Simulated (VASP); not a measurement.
# Sb in VASP: single point with PBE+D3(BJ)

Aim: the single point of Sb with PBE+D3(BJ).

All numbers are computed with VASP 6.6.1; they aren't measurements. Logs are shortened: lines on timing, memory, paths and dates and some standing lists are left out, and cuts for length are marked.

## Step 1: The cell of the first run

The cell holds a slab with vacuum, 2 atoms: a = 4.096 Å, b = 4.096 Å, c = 26.870 Å, α = 90.00°, β = 90.00°, γ = 120.00°.

## Step 2: Single point, PBE+D3(BJ)

INCAR reads:

```
SYSTEM = Sb
PREC     = Accurate       ! precision mode
ENCUT    = 400            ! plane-wave cutoff, eV
EDIFF    = 1E-6           ! SCF threshold, eV
ISMEAR   = 0              ! smearing method
SIGMA    = 0.04           ! smearing width, eV
LREAL    = .False.        ! projectors in reciprocal space
LASPH    = .True.         ! aspherical terms in the spheres
NELM     = 120            ! most SCF steps
ALGO     = Normal         ! electronic algorithm
ISIF     = 2              ! what is computed and relaxed
LWAVE    = .False.        ! write WAVECAR
LCHARG   = .False.        ! write CHGCAR
LDIPOL   = .True.       
IDIPOL   = 3            
DIPOL    = 0.5 0.5 0.323
GGA      = PE             ! functional
IVDW     = 12             ! dispersion correction
NBANDS   = 12             ! bands
GGA_COMPAT= .False.      
NELMDL   = -8
```

KPOINTS reads:

```
regular mesh
0
Gamma
  12 12 1
  0 0 0
```

POSCAR reads:

```
Sb
1.0
    4.0960309279      0.0000000000      0.0000000000
   -2.0480154639      3.5472668382      0.0000000000
    0.0000000000      0.0000000000     26.8700000000
Sb
2
Direct
    0.3333333333      0.6666666667      0.2921240057
    0.6666666667      0.3333333333      0.3532310704
```

Potentials or basis: VASP PAW PBE potentials, release 64 (Sb).

Command:

```console
$ cat potpaw_PBE.64/Sb/POTCAR > POTCAR
$ mpirun -np 1 vasp_std > vasp.out
```

OUTCAR:

```text
SYSTEM = Sb
   PREC = Accurate
   ENCUT = 400
   EDIFF = 1E-6
   ISMEAR = 0
   LREAL = .False.
   LASPH = .True.
   NELM = 120
   ISIF = 2
   GGA = PE
   IVDW = 12
   NELMDL = -8
 IVDW          = 12

 ion  position               nearest neighbor table
   1  0.333  0.667  0.292-   2 2.88   2 2.88   2 2.88
   2  0.667  0.333  0.353-   1 2.88   1 2.88   1 2.88

  LATTYP: Found a hexagonal cell.
 ALAT       =     4.0960309279
 C/A-ratio  =     6.5600090607

  Lattice vectors:

 A1 = (   4.0960309279,   0.0000000000,   0.0000000000)
 A2 = (  -2.0480154639,   3.5472668382,   0.0000000000)
 A3 = (   0.0000000000,   0.0000000000,  26.8700000000)

Analysis of symmetry for initial positions (statically):
=====================================================================
 Subroutine PRICEL returns:
 Original cell was already a primitive cell.

 Routine SETGRP: Setting up the symmetry group for a
 hexagonal supercell.

 Subroutine GETGRP returns: Found 12 space group operations
 (whereof  6 operations were pure point group operations)
 out of a pool of 24 trial point group operations.

The static configuration has the point symmetry C_3v.
 The point group associated with its full space group is D_3d.

Analysis of symmetry for dynamics (positions and initial velocities):
=====================================================================
 Subroutine PRICEL returns:
 Original cell was already a primitive cell.

 Routine SETGRP: Setting up the symmetry group for a
 hexagonal supercell.

 Subroutine GETGRP returns: Found 12 space group operations
 (whereof  6 operations were pure point group operations)
 out of a pool of 24 trial point group operations.

The dynamic configuration has the point symmetry C_3v.
 The point group associated with its full space group is D_3d.

 Subroutine INISYM returns: Found 12 space group operations
 (whereof  6 operations are pure point group operations),
 and found     1 'primitive' translations

----------------------------------------------------------------------------------------

                                     Primitive cell

  volume of cell :     390.4134

  direct lattice vectors                    reciprocal lattice vectors
     4.096030928  0.000000000  0.000000000     0.244138782  0.140953591  0.000000000
    -2.048015464  3.547266838  0.000000000     0.000000000  0.281907183  0.000000000
     0.000000000  0.000000000 26.870000000     0.000000000  0.000000000  0.037216226

  length of vectors
     4.096030928  4.096030928 26.870000000     0.281907183  0.281907183  0.037216226

[... 91 lines left out ...]
   IALGO  =     38    algorithm
   IMIX   =      4    mixing-type and parameters
     AMIX     =   0.40;   BMIX     =  1.00
     AMIX_MAG =   1.60;   BMIX_MAG =  1.00
  volume/ion in A,a.u.               =     195.21      1317.32
  Fermi-wavevector in a.u.,A,eV,Ry     =   0.482577  0.911938  3.168532  0.232881
  Thomas-Fermi vector in A             =   1.481280
   LORBIT       =      0    0 simple, 1 ext, 2 COOP (PROOUT), +10 PAW based schemes
   GGA     = PE    functional components
   LHFCALC =     F    Hartree Fock is set to
   AEXX    =    0.0000 exact exchange contribution
   IVDW    =    12    specifies the selected vdW correction
   LEPSILON=     F    determine dielectric tensor
   LRPA    =     F    only Hartree local field effects (RPA)
 non-spin polarized calculation
 Gauss-broadening in eV      SIGMA  =   0.04
  energy-cutoff  :      400.00
  volume of cell :      390.41
 maximum number of plane-waves:      7145
 NGX is ok and might be reduce to    28
   NGX = 13   NGY = 13   NGZ = 87

 dipolmoment           0.000000      0.000000     -0.000007 electrons x Angstroem

 number of electron      10.0000001 magnetization

 dipolmoment           0.000000      0.000000      0.000000 electrons x Angstroem

 Free energy of the ion-electron system (eV)
  ---------------------------------------------------
  ext. energy  EPLUGINS =         0.00000000
  ---------------------------------------------------
  free energy    TOTEN  =        -8.10498706 eV

  energy without entropy =       -8.10498706  energy(sigma->0) =       -8.10498706

 E-fermi :  -2.8800     XC(G=0):  -2.0159

 val. band max:       -3.0459404633   @ k =   0.0000   0.0000   0.0000
 cond. band min:      -1.7911781665   @ k =   0.3333   0.0000   0.0000
 fundamental gap:      1.2547622968
 Fermi energy:        -2.8799637312

 k-point     1 :       0.0000    0.0000    0.0000
  band No.  band energies     occupation
      1     -14.4113      2.00000
      2      -9.3746      2.00000
      3      -3.6901      2.00000
      4      -3.0459      2.00000
      5      -3.0459      2.00000
      6      -1.4497      0.00000
      7      -0.2429      0.00000
      8      -0.2429      0.00000
      9       1.2206      0.00000
     10       1.4862      0.00000
     11       1.9350      0.00000
     12       2.2326      0.00000
[... 256 lines left out ...]
 k-point    19 :       0.3333    0.3333    0.0000
  band No.  band energies     occupation
      1     -11.5630      2.00000
      2     -11.5630      2.00000
      3      -6.6281      2.00000
      4      -4.8685      2.00000
      5      -4.8685      2.00000
      6      -1.5803      0.00000
      7       0.5345      0.00000
      8       0.5345      0.00000
      9       3.5431      0.00000
     10       4.2531      0.00000
     11       4.2531      0.00000
     12       4.7153      0.00000

------------------------ aborting loop because EDIFF is reached ----------------------------------------

 vacuum level on the upper side and lower side of the slab       (xc-potential included)        -0.008        -0.008

 Edisp (eV)   -0.46665

 E8    (eV) :    -0.2323

  FORCE on cell =-STRESS in cart. coord.  units (eV):
  Direction    XX          YY          ZZ          XY          YZ          ZX
  --------------------------------------------------------------------------------------
  -------------------------------------------------------------------------------------
  Total      -0.23570    -0.23570     0.11041    -0.00000    -0.00000     0.00000
  in kB      -0.96726    -0.96726     0.45312    -0.00000    -0.00000     0.00000
  external pressure =       -0.49 kB  Pullay stress =        0.00 kB

 VOLUME and BASIS-vectors are now :
 -----------------------------------------------------------------------------
  energy-cutoff  :      400.00
  volume of cell :      390.41
      direct lattice vectors                 reciprocal lattice vectors
     4.096030928  0.000000000  0.000000000     0.244138782  0.140953591  0.000000000
    -2.048015464  3.547266838  0.000000000     0.000000000  0.281907183  0.000000000
     0.000000000  0.000000000 26.870000000     0.000000000  0.000000000  0.037216226

 POSITION                                       TOTAL-FORCE (eV/Angst)
 -----------------------------------------------------------------------------------
     -0.00000      2.36484      7.84937        -0.000000      0.000000     -0.070832
      2.04802      1.18242      9.49132         0.000000     -0.000000      0.070832
 -----------------------------------------------------------------------------------
    total drift:                                0.000000     -0.000000      0.000005

  FREE ENERGIE OF THE ION-ELECTRON SYSTEM (eV)
  ---------------------------------------------------
  free  energy   TOTEN  =        -8.5716362504 eV

  energy  without entropy=       -8.5716362504  energy(sigma->0) =       -8.57163625

 vacuum level on the upper side and lower side of the slab         1.757         1.757
```

Run time: 2.4 min. Hardware: 1 thread of Intel Xeon 8259CL, shared host; peak memory 0.36 GiB.

Results:

```
Free energy                : -8.5716 eV
Largest force              : 0.071 eV/Å
Band gap on the k mesh     : 1.25 eV, indirect (least direct gap 1.60 eV)
Dispersion energy per atom : -0.233 eV
```

Forces in eV/Å, atoms in the order of the input:
```
Sb   0.000  0.000 -0.071
Sb   0.000  0.000  0.071
```

Levels at points of the mesh, in eV from the valence-band top:
```
           k point  band 2  band 3  band 4  band 5  band 6  band 7  band 8  band 9
(0.00, 0.00, 0.00)   -6.33   -0.64    0.00    0.00    1.60    2.80    2.80    4.27
(0.50, 0.00, 0.00)   -7.82   -2.99   -1.58   -1.50    1.61    2.42    3.56    5.04
```

Caveat: spin-orbit coupling is left out, which moves the levels of the heavy elements.
